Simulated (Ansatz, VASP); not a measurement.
## Two plane-wave programs on Ga

The input INCAR:

```
SYSTEM = Ga
PREC = Accurate
ENCUT = 520
EDIFF = 1E-6
ISMEAR = 0
SIGMA = 0.026000000000000002
LREAL = .False.
LASPH = .True.
NELM = 80
ALGO = Normal
ISIF = 2
LWAVE = .False.
LCHARG = .False.
GGA = PE
NBANDS = 12
```

KPOINTS

```
Automatic mesh
0
Gamma
  10 10 10
  0 0 0
```

POSCAR

```
Ga
1.0
    2.7164800000      0.0000000000      0.0000000000
    0.0000000000      2.7164800000      0.0000000000
    0.0000000000      0.0000000000      2.7164800000
Ga
1
Direct
    0.0000000000      0.0000000000      0.0000000000
```

The input input.yaml:

```yaml
crystal:
  lattice:
    - [2.71648, 0.0, 0.0]
    - [0.0, 2.71648, 0.0]
    - [0.0, 0.0, 2.71648]
  atoms:
    - { symbol: Ga, position: [0.0, 0.0, 0.0] }
hamiltonian:
  xc: pbe
  pseudopotentials: { kind: paw }
kpoints:
  mp_grid: { grid: [10, 10, 10] }
scf:
  occupations: { method: gaussian, width: 0.026 }
output:
  forces: true
  stress: true
  eigenvalues: true
```

Alike in both runs: task single point; functional PBE; k mesh 10 × 10 × 10; occupations gaussian, width 0.026 eV; no spin polarisation.

|  | VASP | Ansatz |
| --- | --- | --- |
| version | VASP 6.6.1 | Ansatz 0.2.0 |
| potentials or method | VASP PAW PBE potentials, release 64 (Ga_d) | Ansatz PAW |
| plane-wave cutoff (eV) | 520 | 420 |
| valence electrons in the cell | 13 | 13 |

|  | VASP | Ansatz | Ansatz less VASP |
| --- | --- | --- | --- |
| gap on the k mesh at the Fermi level (eV) | none | none | - |
| pressure (GPa) | 0.5 | 0.5 | -0.05 |

A gap of «none» marks a metal or a gap that the smearing closes. The functional is the same, so the differences come from potentials, cutoffs and numerics.
